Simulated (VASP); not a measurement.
# TlBr (Pm-3m) in VASP: single point with PBE

Aim: the single point of TlBr with PBE.

All numbers are computed with VASP 6.6.1; they aren't measurements. Logs are shortened: lines on timing, memory, paths and dates and some standing lists are left out, and cuts for length are marked.

## Step 1: The cell of the first run

It takes space group Pm-3m (No. 221, cubic). Conventional cell: a = 3.980 Å, b = 3.980 Å, c = 3.980 Å, α = 90.00°, β = 90.00°, γ = 90.00°. Tl (site symmetry m-3m) has 8 Br at 3.45 Å and 6 Tl at 3.98 Å within 4.5 Å. Within 4.5 Å of Br (site symmetry m-3m) lie 8 Tl at 3.45 Å and 6 Br at 3.98 Å.

## Step 2: Single point, PBE

The input, INCAR:

```
PREC = Accurate
ENCUT = 500
EDIFF = 1E-6
ISMEAR = -1
SIGMA = 0.0272
LREAL = F
LASPH = T
NELM = 120
ALGO = Normal
ISIF = 2
LWAVE = F
LCHARG = T
GGA = PE
LELF = T
LVHAR = T
NBANDS = 28
GGA_COMPAT = F
```

The input, KPOINTS:

```
regular mesh
0
Gamma
  5 5 5
```

The input, POSCAR:

```
TlBr
1.0
    0.0000000000      3.9800000000      3.9800000000
    3.9800000000      0.0000000000      3.9800000000
    3.9800000000      3.9800000000      0.0000000000
Tl Br
2 2
Direct
    0.0000000000      0.0000000000      0.0000000000
    0.5000000000      0.5000000000      0.5000000000
    0.2500000000      0.2500000000      0.2500000000
    0.7500000000      0.7500000000      0.7500000000
```

Potentials or basis: VASP PAW PBE potentials, release 64 (Tl_d, Br).

Launch:

```sh
> cat potpaw_PBE.64/Tl_d/POTCAR potpaw_PBE.64/Br/POTCAR > POTCAR
> mpirun -np 1 vasp_std > vasp.out
```

OUTCAR:

```text
PREC = Accurate
   ENCUT = 500
   EDIFF = 1E-6
   ISMEAR = -1
   LREAL = F
   LASPH = T
   NELM = 120
   ISIF = 2
   GGA = PE

 ion  position               nearest neighbor table
   1  0.000  0.000  0.000-   4 3.45   4 3.45   4 3.45   3 3.45   3 3.45   3 3.45   4 3.45   3 3.45
                             2 3.98   2 3.98   2 3.98   2 3.98   2 3.98   2 3.98
   2  0.500  0.500  0.500-   3 3.45   3 3.45   3 3.45   4 3.45   4 3.45   4 3.45   4 3.45   3 3.45
                             1 3.98   1 3.98   1 3.98   1 3.98   1 3.98   1 3.98
   3  0.250  0.250  0.250-   1 3.45   1 3.45   1 3.45   2 3.45   2 3.45   2 3.45   2 3.45   1 3.45

   4  0.750  0.750  0.750-   2 3.45   2 3.45   2 3.45   1 3.45   1 3.45   1 3.45   2 3.45   1 3.45

  LATTYP: Found a face centered cubic cell.
 ALAT       =     7.9600000000

  Lattice vectors:

 A1 = (   0.0000000000,   3.9800000000,   3.9800000000)
 A2 = (   3.9800000000,   0.0000000000,   3.9800000000)
 A3 = (   3.9800000000,   3.9800000000,   0.0000000000)

Analysis of symmetry for initial positions (statically):
=====================================================================
 Subroutine PRICEL returns following result:

  LATTYP: Found a simple cubic cell.
 ALAT       =     3.9800000000

  Lattice vectors:

 A1 = (  -3.9800000000,   0.0000000000,   0.0000000000)
 A2 = (   0.0000000000,   0.0000000000,   3.9800000000)
 A3 = (   0.0000000000,   3.9800000000,   0.0000000000)

   2 primitive cells build up your supercell.

 Routine SETGRP: Setting up the symmetry group for a
 face centered cubic supercell.

 Subroutine GETGRP returns: Found 48 space group operations
 (whereof 48 operations were pure point group operations)
 out of a pool of 48 trial point group operations.

The static configuration has the point symmetry O_h .

Analysis of symmetry for dynamics (positions and initial velocities):
=====================================================================
 Subroutine PRICEL returns following result:

  LATTYP: Found a simple cubic cell.
 ALAT       =     3.9800000000

  Lattice vectors:

 A1 = (  -3.9800000000,   0.0000000000,   0.0000000000)
 A2 = (   0.0000000000,   0.0000000000,   3.9800000000)
 A3 = (   0.0000000000,   3.9800000000,   0.0000000000)
[... 88 lines left out ...]
   ICHARG =      2    charge: 1-file 2-atom 10-const
   ISPIN  =      1    spin polarized calculation?
   LNONCOLLINEAR =      F non collinear calculations
   LSORBIT =      F    spin-orbit coupling
   LASPH  =      T    aspherical Exc in radial PAW
   ENCUT  =  500.0 eV  36.75 Ry    6.06 a.u.  10.26 10.26 10.26*2*pi/ulx,y,z
   NELM   =    120;   NELMIN=  2; NELMDL= -5     # of ELM steps
   EDIFF  = 0.1E-05   stopping-criterion for ELM
   LREAL  =      F    real-space projection
   EDIFFG = 0.1E-04   stopping-criterion for IOM
   NSW    =      0    number of steps for IOM
   IBRION =     -1    ionic relax: 0-MD 1-quasi-New 2-CG
   NFREE  =      0    steps in history (QN), initial steepest desc. (CG)
   ISIF   =      2    stress and relaxation
   ISYM   =      2    0-nonsym 1-usesym 2-fastsym
   POTIM  = 0.5000    time-step for ionic-motion
   TEBEG  =    0.0;   TEEND  =   0.0 temperature during run
   PSTRESS=    0.0 pullay stress
   NELECT =      40.0000    total number of electrons
   NUPDOWN=      -1.0000    fix difference up-down
   EMIN   =  10.00;   EMAX   =-10.00  energy-range for DOS
   EFERMI =   0.00;   METHOD = LEGACY
   ISMEAR =    -1;   SIGMA  =   0.03  broadening in eV -4-tet -1-fermi 0-gaus
   EFERMI_NEDOS =   21; number of points for ismear=-14 and -15
   IALGO  =     38    algorithm
   IMIX   =      4    mixing-type and parameters
     AMIX     =   0.40;   BMIX     =  1.00
     AMIX_MAG =   1.60;   BMIX_MAG =  1.00
  volume/ion in A,a.u.               =      31.52       212.72
  Fermi-wavevector in a.u.,A,eV,Ry     =   1.116525  2.109926 16.961403  1.246628
  Thomas-Fermi vector in A             =   2.253140
   LORBIT       =      0    0 simple, 1 ext, 2 COOP (PROOUT), +10 PAW based schemes
   GGA     = PE    functional components
   LHFCALC =     F    Hartree Fock is set to
   AEXX    =    0.0000 exact exchange contribution
   IVDW    =     0    specifies the selected vdW correction
   LEPSILON=     F    determine dielectric tensor
   LRPA    =     F    only Hartree local field effects (RPA)
 non-spin polarized calculation
  energy-cutoff  :      500.00
  volume of cell :      126.09
 maximum number of plane-waves:      3218
 NGX is ok and might be reduce to    42
   NGX = 21   NGY = 21   NGZ = 21

 number of electron      40.0000007 magnetization

 Free energy of the ion-electron system (eV)
  ---------------------------------------------------
  ext. energy  EPLUGINS =         0.00000000
  ---------------------------------------------------
  free energy    TOTEN  =       -11.06665664 eV

  energy without entropy =      -11.06665664  energy(sigma->0) =      -11.06665664

 E-fermi :   2.7722     XC(G=0):  -8.9698

 val. band max:        2.1212522668   @ k =   0.4000   0.0000   0.0000
 cond. band min:       4.5280353938   @ k =   0.0000   0.0000   0.0000
 fundamental gap:      2.4067831270
 Fermi energy:         2.7721608535

 k-point     1 :       0.0000    0.0000    0.0000
  band No.  band energies     occupation
      1     -11.3538      2.00000
      2     -10.8163      2.00000
      3      -7.7221      2.00000
      4      -7.7221      2.00000
      5      -7.6801      2.00000
      6      -7.6801      2.00000
[... 299 lines left out ...]
     27      10.9534      0.00000
     28      11.1321      0.00000

------------------------ aborting loop because EDIFF is reached ----------------------------------------

  FORCE on cell =-STRESS in cart. coord.  units (eV):
  Direction    XX          YY          ZZ          XY          YZ          ZX
  --------------------------------------------------------------------------------------
  -------------------------------------------------------------------------------------
  Total        0.9317469      0.9317469      0.9317469      0.0000000     -0.0000000      0.0000000
  in kB       11.8393894     11.8393894     11.8393894      0.0000000     -0.0000000      0.0000000
  external PRESSURE =      11.8393894 kB  Pullay stress =       0.0000000 kB

 VOLUME and BASIS-vectors are now :
 -----------------------------------------------------------------------------
  energy-cutoff  :      500.00
  volume of cell :      126.09
      direct lattice vectors                 reciprocal lattice vectors
     0.000000000  3.980000000  3.980000000    -0.125628141  0.125628141  0.125628141
     3.980000000  0.000000000  3.980000000     0.125628141 -0.125628141  0.125628141
     3.980000000  3.980000000  0.000000000     0.125628141  0.125628141 -0.125628141

 POSITION                                       TOTAL-FORCE (eV/Angst)
 -----------------------------------------------------------------------------------
      0.00000      0.00000      0.00000        -0.000000     -0.000000     -0.000000
      3.98000      3.98000      3.98000         0.000000     -0.000000     -0.000000
      1.99000      1.99000      1.99000         0.000000      0.000000      0.000000
      5.97000      5.97000      5.97000        -0.000000      0.000000     -0.000000
 -----------------------------------------------------------------------------------
    total drift:                               -0.000000     -0.000000      0.000000

  FREE ENERGIE OF THE ION-ELECTRON SYSTEM (eV)
  ---------------------------------------------------
  free  energy   TOTEN  =       -11.0666566371 eV

  energy  without entropy=      -11.0666566371  energy(sigma->0) =      -11.06665664
```

stdout:

```text
POSCAR found type information on POSCAR TlBr
 POSCAR found :  2 types and       4 ions
 scaLAPACK will be used
 LDA part: xc-table for (Slater+PW92), standard interpolation
 POSCAR, INCAR and KPOINTS ok, starting setup
 FFT: planning ... GRIDC
 FFT: planning ... GRID_SOFT
 FFT: planning ... GRID
 WAVECAR not read
 entering main loop
```

Run time: 79 s. Hardware: 1 thread of Intel Xeon 8259CL, shared host; peak memory 0.26 GiB.

What came out:

- Free energy: -11.0667 eV
- Pressure: 1.2 GPa
- Band gap on the k mesh: 2.41 eV

Caveat: spin-orbit coupling is left out, which moves the levels of the heavy elements; an odd mesh through Γ misses points on the zone boundary, where band edges can lie.
